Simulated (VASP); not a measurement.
Set up this calculation in VASP 6.6.1, as the native input.

```yaml
Task: single point
Functional: PBEsol
Potentials_or_basis: VASP PAW PBE potentials, release 64 (In_d, Se)
Cutoff: 520 eV
k_mesh: 10 × 10 × 10
Occupations: gaussian, width 0.15 eV
Spin: no spin polarisation
Dipole_correction: no
Further_INCAR_settings: ALGO = Normal; EDIFF = 1e-07; NBANDS = 30
```

The structure of In3Se lies in POSCAR:

```
In3Se
1.0
    4.6684208680      0.0000000000      0.0000000000
    0.0000000000      4.6684208680      0.0000000000
    0.0000000000      0.0000000000      4.6684208680
In Se
3 1
Direct
    0.0000000000      0.5000000000      0.5000000000
    0.5000000000      0.0000000000      0.5000000000
    0.5000000000      0.5000000000      0.0000000000
    0.0000000000      0.0000000000      0.0000000000
```

These files were run (other wordings do the same):

INCAR

```
PREC = Accurate
ENCUT = 520
EDIFF = 1E-7
ISMEAR = 0
SIGMA = 0.15
LREAL = False
LASPH = True
NELM = 60
ALGO = Normal
ISIF = 2
LWAVE = False
LCHARG = True
GGA = PS
LELF = True
LVHAR = True
NBANDS = 30
```

KPOINTS

```
Automatic mesh
0
Gamma
  10 10 10
```

Potentials or basis: VASP PAW PBE potentials, release 64 (In_d, Se).

The run is started by

```sh
$ cat potpaw_PBE.64/In_d/POTCAR potpaw_PBE.64/Se/POTCAR > POTCAR
$ mpirun -np 1 vasp_std > vasp.out
```

It gave:

| Quantity | Value |
| --- | --- |
| Pressure | 0.0 GPa |
| Band gap on the k mesh | zero (an odd number of electrons rules out a gap without spin polarisation) |

Caveat: the PAW data sets were made with another functional, which shifts forces and pressure a little; spin-orbit coupling is left out, which moves the levels of the heavy elements.

Wall time 110 s on 1 thread of Intel(R) Xeon(R) Platinum 8488C (Sapphire Rapids) (shared host), peak memory 0.28 GiB.
